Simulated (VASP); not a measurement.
## CaB2: single point with PBE

CaB2:

```
Ca B
1.0
     3.22643    0.00000    0.00000
    -1.61322    2.79417    0.00000
     0.00000    0.00000    6.06739
Ca B
1 2
Direct
  0.00000 0.00000 0.00000
  0.33333 0.66667 0.33518
  0.66667 0.33333 0.33518
```

```
Program                : VASP 6.6.1
Task                   : single point
Functional             : PBE
Potentials or basis    : VASP PAW PBE potentials, release 64 (Ca_sv, B)
Cutoff                 : 520 eV
k mesh                 : 6 × 6 × 4
Occupations            : fermi-dirac, width 0.15 eV
Spin                   : no spin polarisation
Dipole correction      : no
Further INCAR settings : ALGO = Normal; EDIFF = 1e-06; NBANDS = 15
```

The largest force is 0.287 eV/Å and the band gap on the k mesh is zero (bands 8 and 9 overlap by 1.16 eV).

Forces in eV/Å, atoms in the order of the input:
```
Ca   0.000  0.000  0.287
B    0.000  0.000 -0.143
B    0.000  0.000 -0.143
```

Levels at points of the mesh, in eV from the Fermi level:
```tsv
k point	band 4	band 5	band 6	band 7	band 8	band 9	band 10	band 11	band 12	band 13
(0.00, 0.00, 0.00)	-21.76	-9.72	-3.15	-1.33	0.82	0.82	2.71	3.61	3.61	4.70
(0.50, 0.00, 0.00)	-21.88	-6.75	-5.65	-1.11	-0.47	-0.19	1.97	3.36	4.18	4.90
(0.00, 0.00, 0.50)	-21.76	-9.65	-3.95	0.46	0.84	0.84	1.69	3.58	3.58	4.65
(0.50, 0.00, 0.50)	-21.88	-6.78	-5.59	-1.13	-0.45	-0.17	1.64	3.15	5.03	5.23
```

Wall time 28 s on 1 thread of AMD EPYC 7R43 64-Core Processor (Zen 3), with other jobs on the host, peak memory 0.14 GiB.

Caveat: the k points lie up to 0.37 Å⁻¹ apart, too coarse for converged energies and pressures of a metal.
